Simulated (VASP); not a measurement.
Here is a VASP 6.6.1 calculation.

File INCAR:

```
SYSTEM = BN
ALGO = Normal ; EDIFF = 1E-7
ENCUT = 520 ; GGA = PE
ISIF = 2 ; ISMEAR = 0
LASPH = .TRUE. ; LCHARG = .TRUE.
LELF = .TRUE. ; LREAL = .FALSE.
LVHAR = .TRUE. ; LWAVE = .FALSE.
NBANDS = 26 ; NELM = 80
PREC = Accurate ; SIGMA = 0.05
```

The input KPOINTS:

```
k-points
0
G
  6 6 6
  0 0 0
```

POSCAR

```
BN
1.0
    3.6246970237      0.0000000000      0.0000000000
    0.0000000000     -3.6246970237      0.0000000000
    0.0000000000      0.0000000000     -3.6246970237
B N
4 4
Direct
    0.0000000000      0.0000000000      0.0000000000
    0.5000000000      0.5000000000      0.0000000000
    0.5000000000      0.0000000000      0.5000000000
    0.0000000000      0.5000000000      0.5000000000
    0.7500000000      0.7637942564      0.7500000000
    0.2500000000      0.2500000000      0.7500000000
    0.2500000000      0.7500000000      0.2500000000
    0.7500000000      0.2500000000      0.2500000000
```

Potentials or basis: VASP PAW PBE potentials, release 64 (B, N).

Run with:

```bash
$ cat potpaw_PBE.64/B/POTCAR potpaw_PBE.64/N/POTCAR > POTCAR
$ mpirun -np 1 vasp_std > vasp.out
```

Predict the largest force.

1.753 eV/Å.

Predict the band gap on the k mesh.

4.33 eV.

Estimate the pressure.

0.5 GPa.

Stress tensor (GPa, compression positive):
```
 0.53  0.00 -0.26
 0.00  0.31  0.00
-0.26  0.00  0.53
```

Caveat: the cell differs from its parent crystal (atom 5 (N) moved -0.050 Å along Cartesian [0 1 0]); forces of over 1 eV/Å act on the atoms, so gaps and moduli don't describe the material at rest. A k mesh can miss the band edges.
